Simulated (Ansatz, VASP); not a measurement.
## SiC: VASP beside Ansatz

POSCAR

```
SiC
1.0
    2.8979083451      0.0000000000      0.0000000000
   -1.4489541726      2.6633367767      0.0000000000
    0.0000000000      0.0000000000      5.0481087359
Si C
2 2
Direct
    0.3342078145      0.6684156290      0.5013491940
    0.6657921855      0.3315843710      1.0013491940
    0.3382966781      0.6765933563      0.8736508060
    0.6617033219      0.3234066437      0.3736508060
```

INCAR.step1

```
SYSTEM = SiC
PREC = Accurate
ENCUT = 520
ISMEAR = 0
SIGMA = 0.01
LREAL = .False.
LASPH = .True.
NELM = 80
NBANDS = 16
GGA = PE
ALGO = Normal
EDIFF = 1E-4
LWAVE = .True.
LCHARG = .False.
```

Contents of INCAR.step2:

```
SYSTEM = SiC
PREC = Accurate
ENCUT = 520
EDIFF = 1E-6
ISMEAR = 0
SIGMA = 0.01
LREAL = .False.
LASPH = .True.
NELM = 80
ALGO = Normal
ISIF = 2
LWAVE = .False.
LCHARG = .False.
METAGGA = R2SCAN
LMIXTAU = .True.
NBANDS = 16
ISTART = 1
```

The input KPOINTS:

```
regular mesh
0
Gamma
  12 12 6
  0 0 0
```

Input for Ansatz:

```yaml
crystal:
  lattice:
    - [2.8979083451, 0.0, 0.0]
    - [-1.4489541726, 2.6633367767, 0.0]
    - [0.0, 0.0, 5.0481087359]
  atoms:
    - { symbol: Si, position: [0.3342078145, 0.668415629, 0.501349194] }
    - { symbol: Si, position: [0.6657921855, 0.331584371, 1.001349194] }
    - { symbol: C, position: [0.3382966781, 0.6765933563, 0.873650806] }
    - { symbol: C, position: [0.6617033219, 0.3234066437, 0.373650806] }
kpoints:
  mp_grid: { grid: [12, 12, 6] }
  band_path:
    path:
      - [0.0, 0.0, 0.0]
      - [0.5, 0.0, 0.0]
      - [0.3333333333, 0.3333333333, 0.0]
      - [0.0, 0.0, 0.5]
      - [0.5, 0.0, 0.5]
      - [0.3333333333, 0.3333333333, 0.5]
      - [0.348958, 0.325521, 0.0]
    npoints: 1
hamiltonian:
  xc: r2scan
scf:
  occupations: { method: fixed }
  n_extra_bands: 5
output:
  forces: true
  stress: true
  eigenvalues: true
```

Change from the starting cell: uniaxial_x strain -5.8%.

Alike in both runs: task single point; functional r2SCAN; k mesh 12 × 12 × 6; no spin polarisation.

```csv
,VASP,Ansatz
version,VASP 6.6.1,Ansatz 0.2.0
potentials or method,"VASP PAW PBE potentials, release 64 (Si, C)","plane waves, PAW"
plane-wave cutoff (eV),520,500
occupations,"gaussian, width 0.01 eV",fixed
valence electrons in the cell,16,16
```

Ansatz gave:

```
gap on the k mesh at the Fermi level (eV)                     : 1.96
pressure (GPa)                                                : 15.4
traceless stress, the component that is largest in VASP (GPa) : 20.56
```

Q: Estimate VASP's values.

A: gap on the k mesh at the Fermi level (eV): 1.96; pressure (GPa): 15.1; traceless stress, the component that is largest in VASP (GPa): 20.66.

VASP's potentials were made for PBE, not for r2SCAN.
